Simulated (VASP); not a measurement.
# WAu2 (Pn-3m) in VASP: notebook, part 2 of 2

VASP 6.6.1.

### Step 3. Relaxation of cell and atoms, PBE

This run uses another cell than the first one, of 19.90 Å³/atom, 0.615 times its volume.

The input, INCAR:

```
PREC = Accurate
ENCUT = 600
EDIFF = 1E-6
ISMEAR = 0
SIGMA = 0.1
LREAL = F
LASPH = T
NELM = 80
ALGO = Normal
ISIF = 3
LWAVE = F
LCHARG = F
GGA = PE
IBRION = 2
NSW = 90
EDIFFG = -0.04
```

The input, KPOINTS:

```
Automatic mesh
0
Gamma
  4 4 4
```

The input, POSCAR:

```
WAu2
1.0
    4.9240678281      0.0000000000      0.0000000000
    0.0000000000      4.9240678281      0.0000000000
    0.0000000000      0.0000000000      4.9240678281
W Au
2 4
Direct
    0.0000000000      0.0000000000      0.0000000000
    0.5000000000      0.5000000000      0.5000000000
    0.2500000000      0.2500000000      0.2500000000
    0.2500000000      0.7500000000      0.7500000000
    0.7500000000      0.7500000000      0.2500000000
    0.7500000000      0.2500000000      0.7500000000
```

Potentials or basis: VASP PAW PBE potentials, release 64 (W_sv, Au).

Run with:

```sh
cat potpaw_PBE.64/W_sv/POTCAR potpaw_PBE.64/Au/POTCAR > POTCAR
mpirun -np 1 vasp_std > vasp.out
```

OUTCAR:

```text
PREC = Accurate
   ENCUT = 600
   EDIFF = 1E-6
   ISMEAR = 0
   LREAL = F
   LASPH = T
   NELM = 80
   ISIF = 3
   GGA = PE
   IBRION = 2
   NSW = 90
   EDIFFG = -0.04

 ion  position               nearest neighbor table
   1  0.000  0.000  0.000-   3 2.13   4 2.13   5 2.13   6 2.13
   2  0.500  0.500  0.500-   3 2.13   4 2.13   5 2.13   6 2.13
   3  0.250  0.250  0.250-   1 2.13   2 2.13   4 3.48   5 3.48   6 3.48   4 3.48   6 3.48   4 3.48
                             5 3.48   4 3.48   5 3.48   6 3.48   6 3.48   5 3.48
   4  0.250  0.750  0.750-   1 2.13   2 2.13   3 3.48   5 3.48   6 3.48   3 3.48   5 3.48   3 3.48
                             6 3.48   3 3.48   5 3.48   6 3.48   5 3.48   6 3.48
   5  0.750  0.750  0.250-   1 2.13   2 2.13   3 3.48   4 3.48   6 3.48   4 3.48   6 3.48   3 3.48
                             6 3.48   6 3.48   3 3.48   4 3.48   4 3.48   3 3.48
   6  0.750  0.250  0.750-   1 2.13   2 2.13   3 3.48   4 3.48   5 3.48   3 3.48   5 3.48   4 3.48
                             5 3.48   5 3.48   3 3.48   4 3.48   3 3.48   4 3.48

  LATTYP: Found a simple cubic cell.
 ALAT       =     4.9240678281

  Lattice vectors:

 A1 = (   4.9240678281,   0.0000000000,   0.0000000000)
 A2 = (   0.0000000000,   4.9240678281,   0.0000000000)
 A3 = (   0.0000000000,   0.0000000000,   4.9240678281)

Analysis of symmetry for initial positions (statically):
=====================================================================
[... 142 lines left out ...]
  Thomas-Fermi vector in A             =   2.507753
   LORBIT       =      0    0 simple, 1 ext, 2 COOP (PROOUT), +10 PAW based schemes
   GGA     = PE    functional components
   LHFCALC =     F    Hartree Fock is set to
   AEXX    =    0.0000 exact exchange contribution
   IVDW    =     0    specifies the selected vdW correction
   LEPSILON=     F    determine dielectric tensor
   LRPA    =     F    only Hartree local field effects (RPA)
 conjugate gradient relaxation of ions
 non-spin polarized calculation
 Gauss-broadening in eV      SIGMA  =   0.10
  energy-cutoff  :      600.00
  volume of cell :      119.39
 maximum number of plane-waves:      4013
 NGX is ok and might be reduce to    40
   NGX = 19   NGY = 19   NGZ = 19

--------------------------------------- Ionic step        1  -------------------------------------------

 number of electron      71.9999999 magnetization

 Free energy of the ion-electron system (eV)
  ---------------------------------------------------
  ext. energy  EPLUGINS =         0.00000000
  ---------------------------------------------------
  free energy    TOTEN  =       -13.95232580 eV

  energy without entropy =      -13.92429674  energy(sigma->0) =      -13.93831127

 E-fermi :   7.9130     XC(G=0): -11.5647

 val. band max:        7.8600220400   @ k =   0.5000   0.2500   0.0000
 cond. band min:       7.9657791104   @ k =   0.2500   0.2500   0.0000
 fundamental gap:      0.1057570704
 Fermi energy:         7.9130047502
[... 1084 lines left out ...]
--------------------------------------- Ionic step        5  -------------------------------------------

 number of electron      71.9999986 magnetization

 Free energy of the ion-electron system (eV)
  ---------------------------------------------------
  ext. energy  EPLUGINS =         0.00000000
  ---------------------------------------------------
  free energy    TOTEN  =       -26.40850373 eV

  energy without entropy =      -26.36832787  energy(sigma->0) =      -26.38841580

 E-fermi :   2.5074     XC(G=0):  -8.9945

 val. band max:        2.5034914846   @ k =   0.5000   0.2500   0.0000
 cond. band min:       2.5975064304   @ k =   0.5000   0.5000   0.2500
 fundamental gap:      0.0940149459
 Fermi energy:         2.5073809909
[... 491 lines left out ...]
  FREE ENERGIE OF THE ION-ELECTRON SYSTEM (eV)
  ---------------------------------------------------
  free  energy   TOTEN  =       -26.4085037290 eV

  energy  without entropy=      -26.3683278736  energy(sigma->0) =      -26.38841580

 reached required accuracy - stopping structural energy minimisation
```

CONTCAR:

```text
WAu2
   1.00000000000000
     5.7929460851083414    0.0000000000000000    0.0000000000000000
     0.0000000000000000    5.7929460851083414    0.0000000000000000
    -0.0000000000000000    0.0000000000000000    5.7929460851083414
  W               Au
     2     4
Direct
     0.0000000000000000    0.0000000000000000    0.0000000000000000
     0.5000000000000000    0.5000000000000000    0.5000000000000000
     0.2500000000000000    0.2500000000000000    0.2500000000000000
     0.2500000000000000    0.7500000000000000    0.7500000000000000
     0.7500000000000000    0.7500000000000000    0.2500000000000000
     0.7500000000000000    0.2500000000000000    0.7500000000000000

  0.00000000E+00  0.00000000E+00  0.00000000E+00
  0.00000000E+00  0.00000000E+00  0.00000000E+00
  0.00000000E+00  0.00000000E+00  0.00000000E+00
  0.00000000E+00  0.00000000E+00  0.00000000E+00
  0.00000000E+00  0.00000000E+00  0.00000000E+00
  0.00000000E+00  0.00000000E+00  0.00000000E+00
```

Wall time 4.8 min (1 thread of Intel Xeon Platinum 8175M at 2.50GHz (Skylake/Cascade Lake), shared host); peak memory 0.27 GiB.

What came out:

- Free energy: -26.4085 eV
- Relaxed volume: 32.40 Å³/atom
- Relaxed cell: a = 5.793 Å, b = 5.793 Å, c = 5.793 Å, α = 90.00°, β = 90.00°, γ = 90.00°
- Space group after relaxing (to 0.05 Å): Pn-3m (No. 224)
- Energy gained by relaxing: 2076.0 meV/atom
- Ionic steps: 5
- Pressure after relaxing: 0.1 GPa
- Band gap on the k mesh: zero (band 36 reaches 2.67 eV, above the bottom of band 37 at 2.17 eV)

Step by step:
```
step  energy change (eV)  largest force (eV/Å)  pressure (GPa)  volume (Å³)
   1              0.0000                0.0000           84.54       119.39
   2             -3.1658                0.0000           -6.48       408.24
   3            -12.2953                0.0000           -3.29       209.50
   4            -12.4072                0.0000           -1.92       202.71
   5            -12.4562                0.0000            0.14       194.40
```

Final structure:
```
W Au
1.0
     5.79295    0.00000    0.00000
     0.00000    5.79295    0.00000
     0.00000    0.00000    5.79295
W Au
2 4
Direct
  0.00000 0.00000 0.00000
  0.50000 0.50000 0.50000
  0.25000 0.25000 0.25000
  0.25000 0.75000 0.75000
  0.75000 0.75000 0.25000
  0.75000 0.25000 0.75000
```

Levels at points of the mesh, in eV from the Fermi level:
```tsv
k point	band 34	band 35	band 36	band 37	band 38	band 39
(0.00, 0.00, 0.00)	-1.03	-1.03	-0.33	-0.33	-0.33	1.87
(0.50, 0.00, 0.00)	-0.28	0.09	0.09	0.40	0.40	0.52
(0.50, 0.50, 0.00)	-0.44	0.17	0.17	0.66	0.66	0.71
(0.50, 0.50, 0.50)	-0.77	-0.77	-0.77	-0.26	-0.26	1.21
```

Caveat: the volume moved by over 15 % at a fixed basis, so the end points are rough; spin-orbit coupling is left out, which moves the levels of the heavy elements.
